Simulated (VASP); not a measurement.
Wanted: the native input for a VASP 6.6.1 run.

| Quantity | Value |
| --- | --- |
| Task | single point |
| Functional | LDA |
| Potentials or basis | VASP PAW LDA potentials, release 64 (W_sv) |
| Cutoff | 520 eV |
| k mesh | 22 × 22 × 22 |
| Occupations | gaussian, width 0.15 eV |
| Spin | no spin polarisation |
| Dipole correction | no |
| Further INCAR settings | ALGO = Fast; EDIFF = 1e-06; NBANDS = 13 |

The structure of W lies in POSCAR:

```
W
1.0
    0.0000000000      2.1430043997      1.8215537398
    2.1430043997      0.0000000000      1.8215537398
    2.1430043997      2.1430043997      0.0000000000
W
1
Direct
    0.0000000000      0.0000000000      0.0000000000
```

This cell differs from its parent crystal: ratio of the length along z to the lengths across it x 0.85, volume and fractional coordinates fixed.

One way to write it, as run:

INCAR

```
SYSTEM = W
ALGO = Fast ; EDIFF = 1E-6
ENCUT = 520 ; ISIF = 2
ISMEAR = 0 ; LASPH = .True.
LCHARG = .True. ; LELF = .True.
LREAL = .False. ; LVHAR = .True.
LWAVE = .False. ; NBANDS = 13
NELM = 60 ; PREC = Accurate
SIGMA = 0.15
```

KPOINTS

```
k-points
0
Gamma
  22 22 22
  0 0 0
```

Potentials or basis: VASP PAW LDA potentials, release 64 (W_sv).

Run with:

```bash
$ cat potpaw_LDA.64/W_sv/POTCAR > POTCAR
$ mpirun -np 1 vasp_std > vasp.out
```

It gave:

```yaml
Pressure: -18.3 GPa
Band_gap_on_the_k_mesh: zero (band 7 reaches 14.91 eV, above the bottom of band 8 at 9.59 eV)
```

Caveat: spin-orbit coupling is left out, which moves the levels of the heavy elements.

Wall time 58 s on 1 thread of Intel(R) Xeon(R) 6975P-C (Granite Rapids) (shared host), peak memory 0.28 GiB.
